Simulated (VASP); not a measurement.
# AlNi3 (R-3m) in VASP: single point with PBEsol

Aim: the single point of AlNi3 with PBEsol.

All numbers are computed with VASP 6.6.1; they aren't measurements. Logs are shortened: lines on timing, memory, paths and dates and some standing lists are left out, and cuts for length are marked.

### Step 1. The cell of the first run

It takes space group R-3m (No. 166, trigonal). The conventional cell has a = 4.006 Å, b = 4.006 Å, c = 9.462 Å, α = 90.00°, β = 90.00°, γ = 120.00°. Al (site symmetry -3m) has 14 Ni at 2.37 to 2.80 Å within 3.1 Å. Within 3.1 Å of Ni (site symmetry 3m) lie 4 Al at 2.37 to 2.44 Å and 10 Ni at 2.37 to 2.80 Å. Ni (site symmetry -3m) has 8 Ni at 2.37 to 2.44 Å and 6 Al at 2.80 Å within 3.1 Å.

### Step 2. Single point, PBEsol (10.96 Å³/atom)

Contents of INCAR:

```
SYSTEM = AlNi3
PREC = Accurate
ENCUT = 520
EDIFF = 1E-6
ISMEAR = 0
SIGMA = 0.15
LREAL = .False.
LASPH = .True.
NELM = 80
ALGO = Fast
ISIF = 2
LWAVE = .False.
LCHARG = .False.
GGA = PS
NBANDS = 24
```

Contents of KPOINTS:

```
Automatic mesh
0
Gamma
  14 14 14
  0 0 0
```

Contents of POSCAR:

```
AlNi3
1.0
   -0.0674122692      2.7650360153      2.7650360153
    2.7650360153     -0.0674122692      2.7650360153
    2.7650360153      2.7650360153     -0.0674122692
Al Ni
1 3
Direct
    0.5000000000      0.5000000000      0.5000000000
    0.2500000000      0.2500000000      0.2500000000
    0.0000000000      0.0000000000      0.0000000000
    0.7500000000      0.7500000000      0.7500000000
```

Potentials or basis: VASP PAW PBE potentials, release 64 (Al, Ni).

Launch:

```
cat potpaw_PBE.64/Al/POTCAR potpaw_PBE.64/Ni/POTCAR > POTCAR
mpirun -np 1 vasp_std > vasp.out
```

OUTCAR:

```text
SYSTEM = AlNi3
   PREC = Accurate
   ENCUT = 520
   EDIFF = 1E-6
   ISMEAR = 0
   LREAL = .False.
   LASPH = .True.
   NELM = 80
   ISIF = 2
   GGA = PS

 ion  position               nearest neighbor table
   1  0.500  0.500  0.500-   2 2.37   4 2.37   2 2.44   2 2.44   2 2.44   4 2.44   4 2.44   4 2.44
                             3 2.80   3 2.80   3 2.80   3 2.80   3 2.80   3 2.80
   2  0.250  0.250  0.250-   1 2.37   3 2.37   3 2.44   3 2.44   3 2.44   1 2.44   1 2.44   1 2.44
                             4 2.80   4 2.80   4 2.80   4 2.80   4 2.80   4 2.80
   3  0.000  0.000  0.000-   2 2.37   4 2.37   4 2.44   4 2.44   4 2.44   2 2.44   2 2.44   2 2.44
                             1 2.80   1 2.80   1 2.80   1 2.80   1 2.80   1 2.80
   4  0.750  0.750  0.750-   1 2.37   3 2.37   1 2.44   1 2.44   1 2.44   3 2.44   3 2.44   3 2.44
                             2 2.80   2 2.80   2 2.80   2 2.80   2 2.80   2 2.80

  LATTYP: Found a trigonal (rhomboedric) cell.
 ALAT       =     3.9109324650
 COS(alpha) =     0.4754784387

  Lattice vectors:

 A1 = (  -0.0674122692,   2.7650360153,   2.7650360153)
 A2 = (   2.7650360153,  -0.0674122692,   2.7650360153)
 A3 = (   2.7650360153,   2.7650360153,  -0.0674122692)

Analysis of symmetry for initial positions (statically):
=====================================================================
 Subroutine PRICEL returns:
 Original cell was already a primitive cell.

 Routine SETGRP: Setting up the symmetry group for a
 trigonal (rhombohedral) supercell.

 Subroutine GETGRP returns: Found 12 space group operations
 (whereof 12 operations were pure point group operations)
 out of a pool of 12 trial point group operations.

The static configuration has the point symmetry D_3d.

Analysis of symmetry for dynamics (positions and initial velocities):
=====================================================================
 Subroutine PRICEL returns:
 Original cell was already a primitive cell.

 Routine SETGRP: Setting up the symmetry group for a
 trigonal (rhombohedral) supercell.

 Subroutine GETGRP returns: Found 12 space group operations
 (whereof 12 operations were pure point group operations)
 out of a pool of 12 trial point group operations.

The dynamic configuration has the point symmetry D_3d.

 Subroutine INISYM returns: Found 12 space group operations
 (whereof 12 operations are pure point group operations),
 and found     1 'primitive' translations

----------------------------------------------------------------------------------------

                                     Primitive cell

  volume of cell :      43.8256

  direct lattice vectors                    reciprocal lattice vectors
    -0.067412269  2.765036015  2.765036015    -0.174347304  0.178704156  0.178704156
     2.765036015 -0.067412269  2.765036015     0.178704156 -0.174347304  0.178704156
     2.765036015  2.765036015 -0.067412269     0.178704156  0.178704156 -0.174347304

  length of vectors
     3.910932465  3.910932465  3.910932465     0.307029856  0.307029856  0.307029856

  position of ions in fractional coordinates (direct lattice)
     0.500000000  0.500000000  0.500000000
     0.250000000  0.250000000  0.250000000
     0.000000000  0.000000000  0.000000000
     0.750000000  0.750000000  0.750000000

  ion indices of the primitive-cell ions
   primitive index   ion index
                 1           1
                 2           2
                 3           3
                 4           4

----------------------------------------------------------------------------------------

 KPOINTS: Automatic mesh

Automatic generation of k-mesh.
 Grid dimensions read from file:
 generate k-points for:   14   14   14

 Generating k-lattice:

  Cartesian coordinates                     Fractional coordinates (reciprocal lattice)
    -0.012453379  0.012764583  0.012764583     0.071428571  0.000000000 -0.000000000
     0.012764583 -0.012453379  0.012764583     0.000000000  0.071428571 -0.000000000
     0.012764583  0.012764583 -0.012453379     0.000000000  0.000000000  0.071428571

  Length of vectors
     0.021930704  0.021930704  0.021930704

  Shift w.r.t. Gamma in fractional coordinates (k-lattice)
     0.000000000  0.000000000  0.000000000

 Subroutine IBZKPT returns following result:
 ===========================================

 Found    288 irreducible k-points:

 Following reciprocal coordinates:
            Coordinates               Weight
  0.000000  0.000000  0.000000      1.000000
  0.071429 -0.000000 -0.000000      6.000000
  0.142857 -0.000000 -0.000000      6.000000
  0.214286 -0.000000 -0.000000      6.000000
  0.285714  0.000000  0.000000      6.000000
  0.357143  0.000000  0.000000      6.000000
[... 16 lines left out ...]
  0.214286  0.142857  0.000000     12.000000
  0.285714  0.142857 -0.000000     12.000000
 [... further k-points ...]
   k-points           NKPTS =    288   k-points in BZ     NKDIM =    288   number of bands    NBANDS=     24
   number of dos      NEDOS =    301   number of ions     NIONS =      4
   total plane-waves  NPLWV =  27000
   dimension x,y,z NGX =    30 NGY =   30 NGZ =   30
   dimension x,y,z NGXF=    60 NGYF=   60 NGZF=   60
   ions per type =               1   3
   NGX,Y,Z   is equivalent  to a cutoff of  12.75, 12.75, 12.75 a.u.
   NGXF,Y,Z  is equivalent  to a cutoff of  25.50, 25.50, 25.50 a.u.
 SYSTEM =  AlNi3
   PREC   = accura    normal or accurate (medium, high low for compatibility)
   ISTART =      0    job   : 0-new  1-cont  2-samecut
   ICHARG =      2    charge: 1-file 2-atom 10-const
   ISPIN  =      1    spin polarized calculation?
   LNONCOLLINEAR =      F non collinear calculations
   LSORBIT =      F    spin-orbit coupling
   LASPH  =      T    aspherical Exc in radial PAW
   ENCUT  =  520.0 eV  38.22 Ry    6.18 a.u.   7.27  7.27  7.27*2*pi/ulx,y,z
   NELM   =     80;   NELMIN=  2; NELMDL= -5     # of ELM steps
   EDIFF  = 0.1E-05   stopping-criterion for ELM
   LREAL  =      F    real-space projection
[... 7 lines left out ...]
   TEBEG  =    0.0;   TEEND  =   0.0 temperature during run
   PSTRESS=    0.0 pullay stress
   NELECT =      33.0000    total number of electrons
   NUPDOWN=      -1.0000    fix difference up-down
   EMIN   =  10.00;   EMAX   =-10.00  energy-range for DOS
   EFERMI =   0.00;   METHOD = LEGACY
   ISMEAR =     0;   SIGMA  =   0.15  broadening in eV -4-tet -1-fermi 0-gaus
   EFERMI_NEDOS =   21; number of points for ismear=-14 and -15
   IALGO  =     68    algorithm
   IMIX   =      4    mixing-type and parameters
     AMIX     =   0.40;   BMIX     =  1.00
     AMIX_MAG =   1.60;   BMIX_MAG =  1.00
  volume/ion in A,a.u.               =      10.96        73.94
  Fermi-wavevector in a.u.,A,eV,Ry     =   1.489373  2.814507 30.180872  2.218232
  Thomas-Fermi vector in A             =   2.602290
   LORBIT       =      0    0 simple, 1 ext, 2 COOP (PROOUT), +10 PAW based schemes
   GGA     = PS    functional components
   LHFCALC =     F    Hartree Fock is set to
   AEXX    =    0.0000 exact exchange contribution
   IVDW    =     0    specifies the selected vdW correction
   LEPSILON=     F    determine dielectric tensor
   LRPA    =     F    only Hartree local field effects (RPA)
 non-spin polarized calculation
 RMM-DIIS sequential band-by-band and
 Gauss-broadening in eV      SIGMA  =   0.15
  energy-cutoff  :      520.00
  volume of cell :       43.83
 maximum number of plane-waves:      1205
 NGX is ok and might be reduce to    30
   NGX = 15   NGY = 15   NGZ = 15

 number of electron      33.0000004 magnetization

 Free energy of the ion-electron system (eV)
  ---------------------------------------------------
  ext. energy  EPLUGINS =         0.00000000
  ---------------------------------------------------
  free energy    TOTEN  =       -24.04683462 eV

  energy without entropy =      -24.01589684  energy(sigma->0) =      -24.03136573

 E-fermi :   9.8572     XC(G=0): -12.9832

 val. band max:        9.8546438663   @ k =   0.4286   0.4286   0.4286
 cond. band min:       9.8623461620   @ k =  -0.1429  -0.4286   0.0714
 fundamental gap:      0.0077022958
 Fermi energy:         9.8572314266

 k-point     1 :       0.0000    0.0000    0.0000
  band No.  band energies     occupation
      1      -0.3767      2.00000
      2       6.2244      2.00000
      3       6.2244      2.00000
      4       6.3278      2.00000
      5       6.3278      2.00000
      6       6.4080      2.00000
[... 16 lines left out ...]
     23      17.1971      0.00000
     24      18.5730      0.00000

 k-point     2 :       0.0714   -0.0000   -0.0000
  band No.  band energies     occupation
      1      -0.3017      2.00000
      2       6.1784      2.00000
      3       6.2019      2.00000
      4       6.2934      2.00000
      5       6.4116      2.00000
      6       6.4662      2.00000
[... 16 lines left out ...]
     23      17.4941      0.00000
     24      18.3752      0.00000

 k-point     3 :       0.1429   -0.0000   -0.0000
  band No.  band energies     occupation
      1      -0.0781      2.00000
      2       6.1386      2.00000
      3       6.1627      2.00000
      4       6.1908      2.00000
      5       6.5597      2.00000
      6       6.6014      2.00000
[... 16 lines left out ...]
     23      17.8739      0.00000
     24      18.1043      0.00000

 k-point     4 :       0.2143   -0.0000   -0.0000
  band No.  band energies     occupation
      1       0.2895      2.00000
      2       5.9105      2.00000
      3       6.1325      2.00000
      4       6.2068      2.00000
      5       6.7285      2.00000
      6       6.7639      2.00000
[... 16 lines left out ...]
     23      18.0814      0.00000
     24      18.3788      0.00000

 k-point     5 :       0.2857    0.0000    0.0000
  band No.  band energies     occupation
      1       0.7928      2.00000
      2       5.4395      2.00000
      3       6.1545      2.00000
      4       6.2579      2.00000
      5       6.8959      2.00000
      6       6.9179      2.00000
[... 451 lines left out ...]
 k-point    22 :       0.1429    0.1429   -0.0000
  band No.  band energies     occupation
      1       0.0277      2.00000
      2       5.8371      2.00000
      3       6.3726      2.00000
      4       6.4756      2.00000
      5       6.5119      2.00000
      6       6.5298      2.00000
[... 16 lines left out ...]
     23      17.3212      0.00000
     24      18.9533      0.00000

 k-point    23 :       0.2143    0.1429    0.0000
  band No.  band energies     occupation
      1       0.3000      2.00000
      2       5.6931      2.00000
      3       6.4034      2.00000
      4       6.4356      2.00000
      5       6.6402      2.00000
      6       6.6709      2.00000
[... 16 lines left out ...]
     23      17.6349      0.00000
     24      19.4261      0.00000

 k-point    24 :       0.2857    0.1429   -0.0000
  band No.  band energies     occupation
      1       0.7116      2.00000
      2       5.5125      2.00000
      3       6.2775      2.00000
      4       6.4624      2.00000
      5       6.7802      2.00000
      6       6.8244      2.00000
[... 16 lines left out ...]
     23      17.6422      0.00000
     24      19.5693      0.00000

 [... further k-points ...]
[... 5 lines left out ...]
  --------------------------------------------------------------------------------------
  -------------------------------------------------------------------------------------
  Total        0.1231015      0.1231015      0.1231015      1.0825191      1.0825191      1.0825191
  in kB        4.5003448      4.5003448      4.5003448     39.5747364     39.5747364     39.5747364
  external PRESSURE =       4.5003448 kB  Pullay stress =       0.0000000 kB

 VOLUME and BASIS-vectors are now :
 -----------------------------------------------------------------------------
  energy-cutoff  :      520.00
  volume of cell :       43.83
      direct lattice vectors                 reciprocal lattice vectors
    -0.067412269  2.765036015  2.765036015    -0.174347304  0.178704156  0.178704156
     2.765036015 -0.067412269  2.765036015     0.178704156 -0.174347304  0.178704156
     2.765036015  2.765036015 -0.067412269     0.178704156  0.178704156 -0.174347304

 POSITION                                       TOTAL-FORCE (eV/Angst)
 -----------------------------------------------------------------------------------
      2.73133      2.73133      2.73133         0.000000      0.000000      0.000000
      1.36566      1.36566      1.36566         0.027484      0.027484      0.027484
      0.00000      0.00000      0.00000         0.000000      0.000000      0.000000
      4.09699      4.09699      4.09699        -0.027484     -0.027484     -0.027484
 -----------------------------------------------------------------------------------
    total drift:                                0.000000     -0.000000      0.000000

  FREE ENERGIE OF THE ION-ELECTRON SYSTEM (eV)
  ---------------------------------------------------
  free  energy   TOTEN  =       -24.0468346224 eV

  energy  without entropy=      -24.0158968432  energy(sigma->0) =      -24.03136573
```

It took 7.6 min on 1 thread of Intel Xeon Platinum 8259CL at 2.50GHz (Skylake/Cascade Lake), shared host; peak memory 0.36 GiB.

Results:

```
Free energy            : -24.0468 eV
Pressure               : 0.5 GPa
Largest force          : 0.048 eV/Å
Band gap on the k mesh : zero (an odd number of electrons rules out a gap without spin polarisation)
```

Forces on the atoms (eV/Å):
```
Al   0.000  0.000  0.000
Ni   0.027  0.027  0.027
Ni   0.000  0.000  0.000
Ni  -0.027 -0.027 -0.027
```

Caveat: the PAW data sets were made with another functional, which shifts forces and pressure a little. Spin polarisation is off, so any magnetic state and its effect on volume and gap are missing.
